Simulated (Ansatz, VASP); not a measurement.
Two plane-wave programs on TiBe2H6

File INCAR:

```
SYSTEM = TiBe2H6
PREC     = Accurate       ! precision mode
ENCUT    = 520            ! plane-wave cutoff, eV
EDIFF    = 1E-7           ! SCF threshold, eV
ISMEAR   = 0              ! smearing method
SIGMA    = 0.1            ! smearing width, eV
LREAL    = .False.        ! projectors in reciprocal space
LASPH    = .True.         ! aspherical terms in the spheres
NELM     = 100            ! most SCF steps
ALGO     = Normal         ! electronic algorithm
ISIF     = 2              ! what is computed and relaxed
LWAVE    = .False.        ! write WAVECAR
LCHARG   = .False.        ! write CHGCAR
GGA      = PE             ! functional
NBANDS   = 21             ! bands
```

KPOINTS

```
regular mesh
0
Gamma
  4 4 4
  0 0 0
```

Contents of POSCAR:

```
TiBe2H6
1.0
    0.0000000000      3.7797944900      3.7797944900
    3.7797944900      0.0000000000      3.7797944900
    3.7797944900      3.7797944900      0.0000000000
Ti Be H
1 2 6
Direct
    0.0000000000      0.0000000000      0.0000000000
    0.7500000000      0.7500000000      0.7500000000
    0.2500000000      0.2500000000      0.2500000000
    0.5000000000      0.0000000000      0.0000000000
    0.0000000000      0.5000000000      0.5000000000
    0.0000000000      0.5000000000      0.0000000000
    0.5000000000      0.0000000000      0.5000000000
    0.0000000000      0.0000000000      0.5000000000
    0.5000000000      0.5000000000      0.0000000000
```

Input for Ansatz:

```yaml
crystal:
  lattice:
    - [0.0, 3.77979449, 3.77979449]
    - [3.77979449, 0.0, 3.77979449]
    - [3.77979449, 3.77979449, 0.0]
  atoms:
    - { symbol: Ti, position: [0.0, 0.0, 0.0] }
    - { symbol: Be, position: [0.75, 0.75, 0.75] }
    - { symbol: Be, position: [0.25, 0.25, 0.25] }
    - { symbol: H, position: [0.5, 0.0, 0.0] }
    - { symbol: H, position: [0.0, 0.5, 0.5] }
    - { symbol: H, position: [0.0, 0.5, 0.0] }
    - { symbol: H, position: [0.5, 0.0, 0.5] }
    - { symbol: H, position: [0.0, 0.0, 0.5] }
    - { symbol: H, position: [0.5, 0.5, 0.0] }
basis:
  ecutwfc: 420
kpoints:
  mp_grid: { grid: [4, 4, 4] }
hamiltonian:
  xc: pbe
scf:
  occupations: { method: gaussian, width: 0.1 }
  lower_state_search: "off"
output:
  forces: true
  stress: true
  eigenvalues: true
```

Change from the starting cell: ordered vacancies on the A sites of perovskite (Fm-3m, No. 225).

Alike in both runs: task single point; functional PBE; k mesh 4 × 4 × 4; occupations gaussian, width 0.1 eV; no spin polarisation.

|  | VASP | Ansatz |
| --- | --- | --- |
| version | VASP 6.6.1 | Ansatz 0.2.0 |
| potentials or method | VASP PAW PBE potentials, release 64 (Ti_sv, Be, H), cutoff 520 eV | scalar-relativistic, plane waves, PAW |
| valence electrons in the cell | 22 | 22 |

```csv
,VASP,Ansatz,Ansatz less VASP
gap on the k mesh at the Fermi level (eV),none,none,-
pressure (GPa),-19.5,-19.5,+0.07
```

A gap of «none» marks a metal or a gap that the smearing closes.
